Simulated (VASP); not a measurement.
A run of VASP 6.6.1 is set up as follows.

The input POSCAR:

```
HfO2
1.0
    0.0000000000      2.5355072519      2.5355072519
    2.5355072519      0.0000000000      2.5355072519
    2.5355072519      2.5355072519      0.0000000000
Hf O
1 2
Direct
    0.0000000000      0.0000000000      0.0000000000
    0.2500000000      0.2500000000      0.2500000000
    0.7500000000      0.7500000000      0.7500000000
```

Contents of INCAR.step1:

```
PREC     = Accurate       # precision mode
ENCUT    = 520            # plane-wave cutoff, eV
ISMEAR   = -1             # smearing method
SIGMA    = 0.01           # smearing width, eV
LREAL    = F              # projectors in reciprocal space
LASPH    = T              # aspherical terms in the spheres
NELM     = 100            # most SCF steps
NBANDS   = 18             # bands
GGA      = PE             # functional
ALGO     = Normal         # electronic algorithm
EDIFF    = 1E-4           # SCF threshold, eV
LWAVE    = T              # write WAVECAR
LCHARG   = F              # write CHGCAR
```

File INCAR.step2:

```
PREC     = Accurate       # precision mode
ENCUT    = 520            # plane-wave cutoff, eV
EDIFF    = 1E-6           # SCF threshold, eV
ISMEAR   = -1             # smearing method
SIGMA    = 0.01           # smearing width, eV
LREAL    = F              # projectors in reciprocal space
LASPH    = T              # aspherical terms in the spheres
NELM     = 100            # most SCF steps
ALGO     = Normal         # electronic algorithm
ISIF     = 2              # what is computed and relaxed
LWAVE    = F              # write WAVECAR
LCHARG   = F              # write CHGCAR
METAGGA  = R2SCAN         # meta-GGA
LMIXTAU  = T            
NBANDS   = 18             # bands
ISTART   = 1
```

File KPOINTS:

```
Automatic mesh
0
Gamma
  8 8 8
```

Potentials or basis: VASP PAW PBE potentials, release 64 (Hf_pv, O).

Run with:

```console
$ cat potpaw_PBE.64/Hf_pv/POTCAR potpaw_PBE.64/O/POTCAR > POTCAR
$ cp INCAR.step1 INCAR
$ mpirun -np 1 vasp_std > vasp.out
$ cp INCAR.step2 INCAR
$ mpirun -np 1 vasp_std > vasp.out
```

Q: Predict the band gap on the k mesh.

A: 4.29 eV.

Q: What does it give for the pressure?

A: -5.9 GPa.

Caveat: the cell stands under tension; the PAW data sets were made with another functional, which shifts forces and pressure a little; spin-orbit coupling is left out, which moves the levels of the heavy elements. r2SCAN opens gaps a little over a GGA but as a rule still falls short of measured ones.
